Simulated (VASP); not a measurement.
The system is Ti.

```
CELL_PARAMETERS angstrom
4.56737 0.00000 0.00000
-2.28369 3.95546 0.00000
0.00000 0.00000 2.82624
ATOMIC_POSITIONS crystal
Ti 0.66667 0.33333 0.50000
Ti 0.33333 0.66667 0.50000
Ti 0.00000 0.00000 0.00000
```

This isn't the form of Ti at room conditions, which is hcp.

```yaml
Program: VASP 6.6.1
Task: relaxation of cell and atoms
Functional: PBEsol
Dispersion: D4
Potentials_or_basis: VASP PAW PBE potentials, release 64 (Ti_sv)
Cutoff: 600 eV
k_mesh: 7 × 7 × 9
Occupations: fermi-dirac, width 0.05 eV
Spin: no spin polarisation
```

At the start: pressure -5.0 GPa; volume 17.02 Å³/atom.

Question: Where does the relaxation end?

Answer: Over 7 steps the energy falls by 12.1 meV/atom and the volume is 16.26 Å³/atom (-4.4 %); space group P6/mmm (No. 191, to 0.1 Å) before and after.

Step by step:
```csv
step,energy change (eV),largest force (eV/Å),pressure (GPa),volume (Å³)
1,0.0000,0.0000,-4.97,51.06
2,-0.0163,0.0000,4.20,47.25
3,-0.0363,0.0000,0.03,48.82
4,-0.0363,0.0000,-0.08,48.86
5,-0.0363,0.0000,-0.12,48.86
6,-0.0363,0.0000,-0.11,48.86
7,-0.0364,0.0000,0.03,48.79
```

Final structure:
```yaml
crystal:
  lattice:
    - [4.49553, 0.00000, 0.00000]
    - [-2.24776, 3.89324, 0.00000]
    - [0.00000, 0.00000, 2.78755]
  atoms:
    - { symbol: Ti, position: [0.66667, 0.33333, 0.50000] }
    - { symbol: Ti, position: [0.33333, 0.66667, 0.50000] }
    - { symbol: Ti, position: [0.00000, 0.00000, 0.00000] }
```

Caveat: the PAW data sets were made with another functional, which shifts forces and pressure a little.
